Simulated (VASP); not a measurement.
A run of VASP 6.6.1:

File INCAR:

```
SYSTEM = MoPt
PREC = Accurate
ENCUT = 520
EDIFF = 1E-6
ISMEAR = -1
SIGMA = 0.1
LREAL = .False.
LASPH = .True.
NELM = 80
ALGO = Normal
ISIF = 2
LWAVE = .False.
LCHARG = .False.
NBANDS = 19
```

Contents of KPOINTS:

```
regular mesh
0
Gamma
  8 8 5
  0 0 0
```

Contents of POSCAR:

```
MoPt
1.0
    2.7676000233      0.0000000000      0.0000000000
   -1.3838000117      2.3968119277      0.0000000000
    0.0000000000      0.0000000000      4.4406450011
Mo Pt
1 1
Direct
    0.6666666667      0.3333333333      0.0000000000
    0.3333333333      0.6666666667      0.5000000000
```

Potentials or basis: VASP PAW LDA potentials, release 64 (Mo_sv, Pt).

Launch:

```sh
$ cat potpaw_LDA.64/Mo_sv/POTCAR potpaw_LDA.64/Pt/POTCAR > POTCAR
$ mpirun -np 1 vasp_std > vasp.out
```

Hardware: 1 thread of Intel Xeon 8259CL, with other jobs on the host.

Problem. Estimate the wall time of this run.

Solution. It took 29 s on 1 thread of Intel Xeon 8259CL, with other jobs on the host, peak memory 0.15 GiB. Counts: scf iterations 12, k points 30.
